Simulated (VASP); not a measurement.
Here is a VASP 6.6.1 calculation.

Contents of INCAR:

```
PREC = Accurate
ENCUT = 600
EDIFF = 1E-7
ISMEAR = 0
SIGMA = 0.02
LREAL = F
LASPH = T
NELM = 100
ALGO = Normal
ISIF = 3
LWAVE = F
LCHARG = F
IBRION = 2
NSW = 100
EDIFFG = -0.002
```

The input KPOINTS:

```
regular mesh
0
Gamma
  12 12 8
```

Contents of POSCAR:

```
SrO
1.0
    4.2754662700      0.0000000000      0.0000000000
   -2.1377331300      3.7026624000      0.0000000000
    0.0000000000      0.0000000000      5.1555949900
Sr O
2 2
Direct
    0.3333333300      0.6666666700      0.7500000000
    0.6666666700      0.3333333300      0.2500000000
    0.3333333300      0.6666666700      0.2500000000
    0.6666666700      0.3333333300      0.7500000000
```

Potentials or basis: VASP PAW LDA potentials, release 64 (Sr_sv, O).

Command:

```console
$ cat potpaw_LDA.64/Sr_sv/POTCAR potpaw_LDA.64/O/POTCAR > POTCAR
$ mpirun -np 1 vasp_std > vasp.out
```

What does it give for the band gap on the k mesh?

2.61 eV, direct.

Estimate the relaxed volume.

19.32 Å³/atom.

The path:
```
step  energy change (eV)  largest force (eV/Å)  pressure (GPa)  volume (Å³)
   1              0.0000                0.0000           -4.04        81.62
   2             -0.0480                0.0000            1.86        75.69
   3             -0.0573                0.0000           -0.01        77.31
   4             -0.0572                0.0000           -0.10        77.39
   5             -0.0573                0.0000           -0.09        77.38
   6             -0.0573                0.0000           -0.09        77.37
   7             -0.0573                0.0000            0.05        77.25
   8             -0.0573                0.0000            0.00        77.29
```

A k mesh can miss the band edges. LDA gaps usually lie below the measured ones, often by a third to a half.
